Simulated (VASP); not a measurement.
# CuAu (P4/mmm) in VASP: further runs

Runs on CuAu. Level: PBE. Tasks: single point.

All numbers are computed with VASP 6.6.1; they aren't measurements. Logs are shortened: lines on timing, memory, paths and dates and some standing lists are left out, and cuts for length are marked.

**1. The cell of the first run**

It takes space group P4/mmm (No. 123, tetragonal). Conventional cell: a = 2.828 Å, b = 2.828 Å, c = 3.706 Å, α = 90.00°, β = 90.00°, γ = 90.00°. Cu (site symmetry 4/mmm) has 8 Au at 2.73 Å and 6 Cu at 2.83 to 3.71 Å within 3.8 Å. Au (site symmetry 4/mmm) has 8 Cu at 2.73 Å and 6 Au at 2.83 to 3.71 Å within 3.8 Å.

**2. Single point, PBE (14.82 Å³/atom)**

The input, INCAR:

```
SYSTEM = CuAu
PREC = Accurate
ENCUT = 520
EDIFF = 1E-7
ISMEAR = -1
SIGMA = 0.08
LREAL = .False.
LASPH = .True.
NELM = 100
ALGO = Normal
ISIF = 2
LWAVE = .False.
LCHARG = .False.
GGA = PE
NBANDS = 18
```

The input, KPOINTS:

```
regular mesh
0
Gamma
  12 12 9
  0 0 0
```

The input, POSCAR:

```
CuAu
1.0
    2.8277245753      0.0000000000      0.0000000000
    0.0000000000      2.8277245753      0.0000000000
    0.0000000000      0.0000000000      3.7063389970
Cu Au
1 1
Direct
    0.5000000000      0.5000000000      0.5000000000
    0.0000000000      0.0000000000      0.0000000000
```

Potentials or basis: VASP PAW PBE potentials, release 64 (Cu, Au).

On the command line:

```
$ cat potpaw_PBE.64/Cu/POTCAR potpaw_PBE.64/Au/POTCAR > POTCAR
$ mpirun -np 1 vasp_std > vasp.out
```

OUTCAR:

```text
SYSTEM = CuAu
   PREC = Accurate
   ENCUT = 520
   EDIFF = 1E-7
   ISMEAR = -1
   LREAL = .False.
   LASPH = .True.
   NELM = 100
   ISIF = 2
   GGA = PE

 ion  position               nearest neighbor table
   1  0.500  0.500  0.500-   2 2.73   2 2.73   2 2.73   2 2.73   2 2.73   2 2.73   2 2.73   2 2.73

   2  0.000  0.000  0.000-   1 2.73   1 2.73   1 2.73   1 2.73   1 2.73   1 2.73   1 2.73   1 2.73

  LATTYP: Found a simple tetragonal cell.
 ALAT       =     2.8277245753
 C/A-ratio  =     1.3107142857

  Lattice vectors:

 A1 = (   2.8277245753,   0.0000000000,   0.0000000000)
 A2 = (   0.0000000000,   2.8277245753,   0.0000000000)
 A3 = (   0.0000000000,   0.0000000000,   3.7063389970)

Analysis of symmetry for initial positions (statically):
=====================================================================
 Subroutine PRICEL returns:
 Original cell was already a primitive cell.

 Routine SETGRP: Setting up the symmetry group for a
 simple tetragonal supercell.

 Subroutine GETGRP returns: Found 16 space group operations
 (whereof 16 operations were pure point group operations)
 out of a pool of 16 trial point group operations.

The static configuration has the point symmetry D_4h.

Analysis of symmetry for dynamics (positions and initial velocities):
=====================================================================
 Subroutine PRICEL returns:
 Original cell was already a primitive cell.

 Routine SETGRP: Setting up the symmetry group for a
 simple tetragonal supercell.

 Subroutine GETGRP returns: Found 16 space group operations
 (whereof 16 operations were pure point group operations)
 out of a pool of 16 trial point group operations.

The dynamic configuration has the point symmetry D_4h.

 Subroutine INISYM returns: Found 16 space group operations
 (whereof 16 operations are pure point group operations),
 and found     1 'primitive' translations

----------------------------------------------------------------------------------------

                                     Primitive cell

  volume of cell :      29.6360

  direct lattice vectors                    reciprocal lattice vectors
     2.827724575  0.000000000  0.000000000     0.353641231  0.000000000  0.000000000
     0.000000000  2.827724575  0.000000000     0.000000000  0.353641231  0.000000000
     0.000000000  0.000000000  3.706338997     0.000000000  0.000000000  0.269808024

  length of vectors
     2.827724575  2.827724575  3.706338997     0.353641231  0.353641231  0.269808024

  position of ions in fractional coordinates (direct lattice)
     0.500000000  0.500000000  0.500000000
     0.000000000  0.000000000  0.000000000

  ion indices of the primitive-cell ions
   primitive index   ion index
                 1           1
                 2           2

----------------------------------------------------------------------------------------

 KPOINTS: regular mesh

Automatic generation of k-mesh.
 Grid dimensions read from file:
 generate k-points for:   12   12    9

 Generating k-lattice:

  Cartesian coordinates                     Fractional coordinates (reciprocal lattice)
     0.029470103  0.000000000  0.000000000     0.083333333  0.000000000  0.000000000
     0.000000000  0.029470103  0.000000000     0.000000000  0.083333333  0.000000000
     0.000000000  0.000000000  0.029978669     0.000000000  0.000000000  0.111111111

  Length of vectors
     0.029470103  0.029470103  0.029978669

  Shift w.r.t. Gamma in fractional coordinates (k-lattice)
     0.000000000  0.000000000  0.000000000

 Subroutine IBZKPT returns following result:
 ===========================================

 Found    140 irreducible k-points:

 Following reciprocal coordinates:
            Coordinates               Weight
  0.000000  0.000000  0.000000      1.000000
  0.083333  0.000000  0.000000      4.000000
  0.166667  0.000000  0.000000      4.000000
  0.250000  0.000000  0.000000      4.000000
  0.333333  0.000000  0.000000      4.000000
  0.416667  0.000000  0.000000      4.000000
[... 16 lines left out ...]
  0.333333  0.333333  0.000000      4.000000
  0.416667  0.333333  0.000000      8.000000
 [... further k-points ...]
   k-points           NKPTS =    140   k-points in BZ     NKDIM =    140   number of bands    NBANDS=     18
   number of dos      NEDOS =    301   number of ions     NIONS =      2
   total plane-waves  NPLWV =  16128
   dimension x,y,z NGX =    24 NGY =   24 NGZ =   28
   dimension x,y,z NGXF=    48 NGYF=   48 NGZF=   56
   ions per type =               1   1
   NGX,Y,Z   is equivalent  to a cutoff of  14.11, 14.11, 12.56 a.u.
   NGXF,Y,Z  is equivalent  to a cutoff of  28.22, 28.22, 25.12 a.u.
 SYSTEM =  CuAu
   PREC   = accura    normal or accurate (medium, high low for compatibility)
   ISTART =      0    job   : 0-new  1-cont  2-samecut
   ICHARG =      2    charge: 1-file 2-atom 10-const
   ISPIN  =      1    spin polarized calculation?
   LNONCOLLINEAR =      F non collinear calculations
   LSORBIT =      F    spin-orbit coupling
   LASPH  =      T    aspherical Exc in radial PAW
   ENCUT  =  520.0 eV  38.22 Ry    6.18 a.u.   5.26  5.26  6.89*2*pi/ulx,y,z
   NELM   =    100;   NELMIN=  2; NELMDL= -5     # of ELM steps
   EDIFF  = 0.1E-06   stopping-criterion for ELM
   LREAL  =      F    real-space projection
   EDIFFG = 0.1E-05   stopping-criterion for IOM
   NSW    =      0    number of steps for IOM
   IBRION =     -1    ionic relax: 0-MD 1-quasi-New 2-CG
   NFREE  =      0    steps in history (QN), initial steepest desc. (CG)
   ISIF   =      2    stress and relaxation
   ISYM   =      2    0-nonsym 1-usesym 2-fastsym
   POTIM  = 0.5000    time-step for ionic-motion
   TEBEG  =    0.0;   TEEND  =   0.0 temperature during run
   PSTRESS=    0.0 pullay stress
   NELECT =      22.0000    total number of electrons
   NUPDOWN=      -1.0000    fix difference up-down
   EMIN   =  10.00;   EMAX   =-10.00  energy-range for DOS
   EFERMI =   0.00;   METHOD = LEGACY
   ISMEAR =    -1;   SIGMA  =   0.08  broadening in eV -4-tet -1-fermi 0-gaus
   EFERMI_NEDOS =   21; number of points for ismear=-14 and -15
   IALGO  =     38    algorithm
   IMIX   =      4    mixing-type and parameters
     AMIX     =   0.40;   BMIX     =  1.00
     AMIX_MAG =   1.60;   BMIX_MAG =  1.00
  volume/ion in A,a.u.               =      14.82       100.00
  Fermi-wavevector in a.u.,A,eV,Ry     =   1.482322  2.801183 29.895796  2.197279
  Thomas-Fermi vector in A             =   2.596123
   LORBIT       =      0    0 simple, 1 ext, 2 COOP (PROOUT), +10 PAW based schemes
   GGA     = PE    functional components
   LHFCALC =     F    Hartree Fock is set to
   AEXX    =    0.0000 exact exchange contribution
   IVDW    =     0    specifies the selected vdW correction
   LEPSILON=     F    determine dielectric tensor
   LRPA    =     F    only Hartree local field effects (RPA)
 non-spin polarized calculation
  energy-cutoff  :      520.00
  volume of cell :       29.64
 maximum number of plane-waves:       821
 NGX is ok and might be reduce to    24
   NGX = 11   NGY = 11   NGZ = 13

 number of electron      22.0000011 magnetization

 Free energy of the ion-electron system (eV)
  ---------------------------------------------------
  ext. energy  EPLUGINS =         0.00000000
  ---------------------------------------------------
  free energy    TOTEN  =        -7.06507497 eV

  energy without entropy =       -7.04998783  energy(sigma->0) =       -7.05753140

 E-fermi :   8.4293     XC(G=0): -12.5594

 val. band max:        8.4126176581   @ k =   0.5000   0.1667   0.0000
 cond. band min:       8.4302118755   @ k =   0.4167   0.2500   0.3333
 fundamental gap:      0.0175942174
 Fermi energy:         8.4292827373

 k-point     1 :       0.0000    0.0000    0.0000
  band No.  band energies     occupation
      1      -1.1321      2.00000
      2       2.0114      2.00000
      3       2.1618      2.00000
      4       4.4784      2.00000
      5       4.4784      2.00000
      6       5.5071      2.00000
[... 10 lines left out ...]
     17      25.0733      0.00000
     18      25.8399      0.00000

 k-point     2 :       0.0833    0.0000    0.0000
  band No.  band energies     occupation
      1      -0.9727      2.00000
      2       2.0900      2.00000
      3       2.2525      2.00000
      4       4.3825      2.00000
      5       4.5149      2.00000
      6       5.4388      2.00000
[... 10 lines left out ...]
     17      25.8937      0.00000
     18      26.3237      0.00000

 k-point     3 :       0.1667    0.0000    0.0000
  band No.  band energies     occupation
      1      -0.5148      2.00000
      2       2.2567      2.00000
      3       2.5711      2.00000
      4       4.1137      2.00000
      5       4.6201      2.00000
      6       5.2472      2.00000
[... 10 lines left out ...]
     17      25.6894      0.00000
     18      27.4475      0.00000

 k-point     4 :       0.2500    0.0000    0.0000
  band No.  band energies     occupation
      1       0.1766      2.00000
      2       2.4755      2.00000
      3       3.0774      2.00000
      4       3.7437      2.00000
      5       4.7813      2.00000
      6       4.9797      2.00000
[... 375 lines left out ...]
      4       3.5839      2.00000
      5       4.0245      2.00000
      6       5.7731      2.00000
[... 10 lines left out ...]
     17      19.5473      0.00000
     18      21.1379      0.00000

 k-point    23 :       0.3333    0.3333    0.0000
  band No.  band energies     occupation
      1       2.0120      2.00000
      2       2.9244      2.00000
      3       3.1593      2.00000
      4       3.2557      2.00000
      5       4.6911      2.00000
      6       5.4451      2.00000
[... 10 lines left out ...]
     17      21.9117      0.00000
     18      22.1076      0.00000

 k-point    24 :       0.4167    0.3333    0.0000
  band No.  band energies     occupation
      1       1.9447      2.00000
      2       2.9294      2.00000
      3       2.9554      2.00000
      4       3.1658      2.00000
      5       5.0712      2.00000
      6       6.2059      2.00000
[... 10 lines left out ...]
     17      21.0770      0.00000
     18      21.1024      0.00000

 [... further k-points ...]

------------------------ aborting loop because EDIFF is reached ----------------------------------------

  FORCE on cell =-STRESS in cart. coord.  units (eV):
  Direction    XX          YY          ZZ          XY          YZ          ZX
  --------------------------------------------------------------------------------------
  -------------------------------------------------------------------------------------
  Total        0.4411028      0.4411028      0.1826248      0.0000000     -0.0000000     -0.0000000
  in kB       23.8468531     23.8468531      9.8730430      0.0000000     -0.0000000     -0.0000000
  external PRESSURE =      19.1889164 kB  Pullay stress =       0.0000000 kB

 VOLUME and BASIS-vectors are now :
 -----------------------------------------------------------------------------
  energy-cutoff  :      520.00
  volume of cell :       29.64
      direct lattice vectors                 reciprocal lattice vectors
     2.827724575  0.000000000  0.000000000     0.353641231  0.000000000  0.000000000
     0.000000000  2.827724575  0.000000000     0.000000000  0.353641231  0.000000000
     0.000000000  0.000000000  3.706338997     0.000000000  0.000000000  0.269808024

 POSITION                                       TOTAL-FORCE (eV/Angst)
 -----------------------------------------------------------------------------------
      1.41386      1.41386      1.85317         0.000000      0.000000      0.000000
      0.00000      0.00000      0.00000         0.000000      0.000000      0.000000
 -----------------------------------------------------------------------------------
    total drift:                                0.000000      0.000000     -0.000000

  FREE ENERGIE OF THE ION-ELECTRON SYSTEM (eV)
  ---------------------------------------------------
  free  energy   TOTEN  =        -7.0650749656 eV

  energy  without entropy=       -7.0499878255  energy(sigma->0) =       -7.05753140
```

It took 1.7 min on 1 thread of Intel Xeon 8259CL, shared host; peak memory 0.21 GiB.

Results:

| Property | Result |
| --- | --- |
| Free energy | -7.0651 eV |
| Pressure | 1.9 GPa |
| Band gap on the k mesh | zero (bands 11 and 12 overlap by 7.05 eV) |

Caveat: spin-orbit coupling is left out, which moves the levels of the heavy elements.

**3. Single point, PBE (15.25 Å³/atom)**

This run uses another cell than the first one, of 15.25 Å³/atom.

The input, INCAR:

```
ALGO = Normal ; EDIFF = 1E-6
ENCUT = 520 ; GGA = PE
ISIF = 2 ; ISMEAR = -1
LASPH = T ; LCHARG = T
LELF = T ; LREAL = F
LVHAR = T ; LWAVE = F
NBANDS = 18 ; NELM = 60
PREC = Accurate ; SIGMA = 0.08
```

The input, KPOINTS:

```
k-points
0
Gamma
  12 12 9
```

The input, POSCAR:

```
CuAu
1.0
    2.8549159028      0.0000000000      0.0000000000
    0.0000000000      2.8549159028      0.0000000000
    0.0000000000      0.0000000000      3.7419790583
Cu Au
1 1
Direct
    0.5000000000      0.5000000000      0.5000000000
    0.0000000000      0.0000000000      0.0000000000
```

Potentials or basis: VASP PAW PBE potentials, release 64 (Cu, Au).

On the command line:

```
$ cat potpaw_PBE.64/Cu/POTCAR potpaw_PBE.64/Au/POTCAR > POTCAR
$ mpirun -np 1 vasp_std > vasp.out
```

Run time: 74 s. Hardware: 1 thread of Intel Xeon 8259CL, shared host; peak memory 0.21 GiB.

It converged, with:

```
Free energy            : -7.0650 eV
Pressure               : -2.1 GPa
Band gap on the k mesh : zero (bands 11 and 12 overlap by 6.93 eV)
```

Stress tensor (GPa, compression positive):
```
-1.64  0.00  0.00
 0.00 -1.64  0.00
 0.00  0.00 -2.98
```

Levels at points of the mesh, in eV from the Fermi level:
```tsv
k point	band 8	band 9	band 10	band 11	band 12	band 13	band 14	band 15
(0.00, 0.00, 0.00)	-2.01	-1.60	-1.40	-1.40	2.21	7.66	9.88	9.88
(0.50, 0.00, 0.00)	-2.75	-2.23	-2.04	-0.79	-0.18	9.26	9.29	10.93
(0.50, 0.50, 0.00)	-1.53	-1.31	-1.31	0.82	0.82	4.87	6.53	10.00
```

Caveat: spin-orbit coupling is left out, which moves the levels of the heavy elements.
